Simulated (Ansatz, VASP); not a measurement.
## Sb in VASP and in Ansatz

File INCAR:

```
PREC = Accurate
ENCUT = 520
EDIFF = 1E-7
ISMEAR = -1
SIGMA = 0.1
LREAL = False
LASPH = True
NELM = 60
ALGO = Normal
ISIF = 2
LWAVE = False
LCHARG = False
NBANDS = 8
```

The input KPOINTS:

```
Automatic mesh
0
Gamma
  13 13 13
```

The input POSCAR:

```
Sb
1.0
    0.0000000000      2.4327149771      2.4327149771
    2.4327149771      0.0000000000      2.4327149771
    2.4327149771      2.4327149771      0.0000000000
Sb
1
Direct
    0.0000000000      0.0000000000      0.0000000000
```

Input for Ansatz:

```yaml
crystal:
  lattice:
    - [0.0, 2.4327149771, 2.4327149771]
    - [2.4327149771, 0.0, 2.4327149771]
    - [2.4327149771, 2.4327149771, 0.0]
  atoms:
    - { symbol: Sb, position: [0.0, 0.0, 0.0] }
hamiltonian:
  xc: lda
  pseudopotentials:
    kind: paw
    azcp:
      Sb: "pseudopotentials/Sb.paw.azcp"
basis:
  ecutwfc: 420
  fft_grid_basis: typed
kpoints:
  mp_grid: { grid: [13, 13, 13], shift: [0, 0, 0] }
magnetization:
  spin_polarized: false
scf:
  occupations: { method: fermi_dirac, width: 0.1 }
  lower_state_search: "off"
output:
  stress: true
  write_density: true
  write_potential: true
  elf: true
  volumetric_format: npy
```

Alike in both runs: task single point; functional LDA; k mesh 13 × 13 × 13; occupations fermi-dirac, width 0.1 eV; no spin polarisation.

```csv
,VASP,Ansatz
version,VASP 6.6.1,Ansatz 0.2.0
potentials or method,"VASP PAW LDA potentials, release 64 (Sb), cutoff 520 eV","plane waves (420 eV) with PAW, scalar-relativistic"
valence electrons in the cell,5,15
```

|  | VASP | Ansatz | Ansatz less VASP |
| --- | --- | --- | --- |
| pressure (GPa) | -6.0 | -6.0 | -0.01 |

Ansatz warns that its potentials were made for another functional, while VASP's fit it. LDA's correlation is that of Perdew and Zunger in VASP and of Perdew and Wang (1992) in Ansatz. VASP's potentials hold 5 valence electrons a cell and Ansatz's 15, so a difference there can come from the potentials and not from the codes.

Neither program's run includes spin-orbit coupling.
